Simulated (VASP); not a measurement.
Runs of VASP 6.6.1 on Al. The structure is that of space group C2/m (No. 12), or close to it. The cells are those of the table. 

```tsv
level	cell	further INCAR settings	gap on the mesh (eV)	pressure (GPa)
PBE	a = 2.938, b = 2.938, c = 2.677 Å, angles 115.2, 103.9, 113.2°, 1 atom	ALGO = Fast; EDIFF = 1e-06; NBANDS = 8	none	2.2
PBE	a = 2.905, b = 2.905, c = 2.709 Å, angles 115.2, 103.8, 112.3°, 1 atom	ALGO = Fast; EDIFF = 1e-06; NBANDS = 8	none	1.3
PBE	a = 2.870, b = 2.870, c = 2.739 Å, angles 113.7, 105.2, 111.4°, 1 atom	ALGO = Fast; EDIFF = 1e-06; NBANDS = 8	none	0.6
PBE+D3(BJ)	a = 2.936, b = 2.936, c = 2.675 Å, angles 113.8, 105.3, 113.1°, 1 atom	ALGO = Fast; EDIFF = 1e-07; NBANDS = 8	none	(b)
PBE	a = 2.872, b = 2.872, c = 2.741 Å, angles 115.2, 103.8, 111.4°, 1 atom	ALGO = Fast; EDIFF = 1e-07; NBANDS = 8	none	(a)
```

Alike in all rows: task single point; potentials or basis VASP PAW PBE potentials, release 64 (Al); no spin polarisation; k mesh 20 × 20 × 20; cutoff (eV) 520; smearing gaussian 0.15 eV.

Task: Fill in the values left out.

Result: (a) 0.7; (b) -1.2.

Caveats: pairwise dispersion overbinds metals, which lowers pressure and volume (some runs).

A gap of «none» marks levels without a gap at the run's occupations.
